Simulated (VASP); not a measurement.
Wanted: the native input for a VASP 6.6.1 run.

```
Task                   : single point
Functional             : PBEsol
Potentials or basis    : VASP PAW PBE potentials, release 64 (Ag)
Cutoff                 : 520 eV
k mesh                 : 20 × 20 × 20
Occupations            : gaussian, width 0.15 eV
Spin                   : no spin polarisation
Dipole correction      : no
Further INCAR settings : ALGO = Normal; EDIFF = 1e-06; NBANDS = 12
```

The structure of Ag lies in POSCAR:

```
Ag
1.0
    0.0000000000      2.1248240000      1.9613760000
    2.1248240000      0.0000000000      1.9613760000
    2.1248240000      2.1248240000      0.0000000000
Ag
1
Direct
    0.0000000000      0.0000000000      0.0000000000
```

This cell differs from its parent crystal: strain +0.040 along x and y, -0.040 along z.

One way to write it, as run:

INCAR

```
SYSTEM = Ag
ALGO = Normal ; EDIFF = 1E-6
ENCUT = 520 ; GGA = PS
ISIF = 2 ; ISMEAR = 0
LASPH = .True. ; LCHARG = .True.
LELF = .True. ; LREAL = .False.
LVHAR = .True. ; LWAVE = .False.
NBANDS = 12 ; NELM = 100
PREC = Accurate ; SIGMA = 0.15
```

KPOINTS

```
k-points
0
Gamma
  20 20 20
  0 0 0
```

Potentials or basis: VASP PAW PBE potentials, release 64 (Ag).

Launch:

```console
$ cat potpaw_PBE.64/Ag/POTCAR > POTCAR
$ mpirun -np 1 vasp_std > vasp.out
```

Results of the run:

```yaml
Pressure: -6.1 GPa
Band_gap_on_the_k_mesh: zero (an odd number of electrons rules out a gap without spin polarisation)
```

Caveat: the cell differs from its parent crystal (strain +0.040 along x and y, -0.040 along z); the cell stands under tension; the PAW data sets were made with another functional, which shifts forces and pressure a little.

Wall time 89 s on 1 thread of Intel(R) Xeon(R) Platinum 8375C CPU @ 2.90GHz (Ice Lake), with other jobs on the host, peak memory 0.25 GiB.
